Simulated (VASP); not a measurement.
Wanted: the native input for a VASP 6.6.1 run.

| Quantity | Value |
| --- | --- |
| Task | single point |
| Functional | PBEsol |
| Potentials or basis | VASP PAW PBE potentials, release 64 (Rb_sv, Br) |
| Cutoff | 520 eV |
| k mesh | 6 × 6 × 6 |
| Occupations | gaussian, width 0.05 eV |
| Spin | no spin polarisation |
| Dipole correction | no |
| Further INCAR settings | ALGO = Normal; EDIFF = 1e-07; NBANDS = 15 |

The structure of RbBr lies in POSCAR:

```
RbBr
1.0
    0.0000000000      3.6182993005      3.0755544054
    3.6182993005      0.0000000000      3.0755544054
    3.6182993005      3.6182993005      0.0000000000
Rb Br
1 1
Direct
    0.0000000000      0.0000000000      0.0000000000
    0.5000000000      0.5000000000      0.5000000000
```

This cell differs from its parent crystal: ratio of the length along z to the lengths across it x 0.85, volume and fractional coordinates fixed.

One way to write it, as run:

INCAR

```
ALGO = Normal
EDIFF = 1E-7
ENCUT = 520
GGA = PS
ISIF = 2
ISMEAR = 0
LASPH = True
LCHARG = False
LREAL = False
LWAVE = False
NBANDS = 15
NELM = 60
PREC = Accurate
SIGMA = 0.05
```

KPOINTS

```
k-points
0
Gamma
  6 6 6
```

Potentials or basis: VASP PAW PBE potentials, release 64 (Rb_sv, Br).

Run with:

```sh
$ cat potpaw_PBE.64/Rb_sv/POTCAR potpaw_PBE.64/Br/POTCAR > POTCAR
$ mpirun -np 1 vasp_std > vasp.out
```

Results of the run:

```json
{
  "Pressure": "1.4 GPa",
  "Band gap on the k mesh": "3.90 eV"
}
```

Caveat: the PAW data sets were made with another functional, which shifts forces and pressure a little.

Wall time 66 s on 1 thread of Intel Xeon 8259CL, on a shared host, peak memory 0.23 GiB.
